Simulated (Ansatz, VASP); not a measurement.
# Ca in VASP and in Ansatz

The input POSCAR:

```
Ca
1.0
    0.0000000000      2.7835023068      2.7835023068
    2.7835023068      0.0000000000      2.7835023068
    2.7835023068      2.7835023068      0.0000000000
Ca
1
Direct
    0.0000000000      0.0000000000      0.0000000000
```

INCAR.step1

```
ALGO     = Normal         # electronic algorithm
EDIFF    = 1E-4           # SCF threshold, eV
ENCUT    = 520            # plane-wave cutoff, eV
GGA      = PE             # functional
ISMEAR   = 0              # smearing method
LASPH    = True           # aspherical terms in the spheres
LCHARG   = False          # write CHGCAR
LREAL    = False          # projectors in reciprocal space
LWAVE    = True           # write WAVECAR
NBANDS   = 11             # bands
NELM     = 60             # most SCF steps
PREC     = Accurate       # precision mode
SIGMA    = 0.1            # smearing width, eV
```

The input INCAR.step2:

```
ALGO     = Normal         # electronic algorithm
EDIFF    = 1E-6           # SCF threshold, eV
ENCUT    = 520            # plane-wave cutoff, eV
ISIF     = 2              # what is computed and relaxed
ISMEAR   = 0              # smearing method
ISTART   = 1            
LASPH    = True           # aspherical terms in the spheres
LCHARG   = True           # write CHGCAR
LELF     = True           # ELF
LMIXTAU  = True         
LREAL    = False          # projectors in reciprocal space
LVHAR    = True         
LWAVE    = False          # write WAVECAR
METAGGA  = R2SCAN         # meta-GGA
NBANDS   = 11             # bands
NELM     = 60             # most SCF steps
PREC     = Accurate       # precision mode
SIGMA    = 0.1            # smearing width, eV
```

Contents of KPOINTS:

```
k-points
0
Gamma
  10 10 10
```

Input for Ansatz:

```yaml
crystal:
  lattice:
    - [0.0, 2.7835023068, 2.7835023068]
    - [2.7835023068, 0.0, 2.7835023068]
    - [2.7835023068, 2.7835023068, 0.0]
  atoms:
    - { symbol: Ca, position: [0.0, 0.0, 0.0] }
hamiltonian:
  xc: r2scan
  pseudopotentials:
    kind: paw
    azcp:
      Ca: "pseudopotentials/Ca.paw.azcp"
basis:
  ecutwfc: 500
  fft_grid_basis: typed
kpoints:
  mp_grid: { grid: [10, 10, 10], shift: [0, 0, 0] }
magnetization:
  spin_polarized: false
scf:
  occupations: { method: gaussian, width: 0.1 }
  lower_state_search: "off"
output:
  stress: true
  write_density: true
  write_potential: true
  elf: true
  volumetric_format: npy
```

Alike in both runs: task single point; functional r2SCAN; k mesh 10 × 10 × 10; occupations gaussian, width 0.1 eV; no spin polarisation.

```csv
,VASP,Ansatz
version,VASP 6.6.1,Ansatz 0.2.0
potentials or method,"VASP PAW PBE potentials, release 64 (Ca_sv), cutoff 520 eV","plane waves (500 eV) with PAW, scalar-relativistic"
valence electrons in the cell,10,10
```

|  | VASP | Ansatz | Ansatz less VASP |
| --- | --- | --- | --- |
| pressure (GPa) | 0.0 | 0.0 | -0.05 |

VASP's potentials were made for PBE, not for r2SCAN.
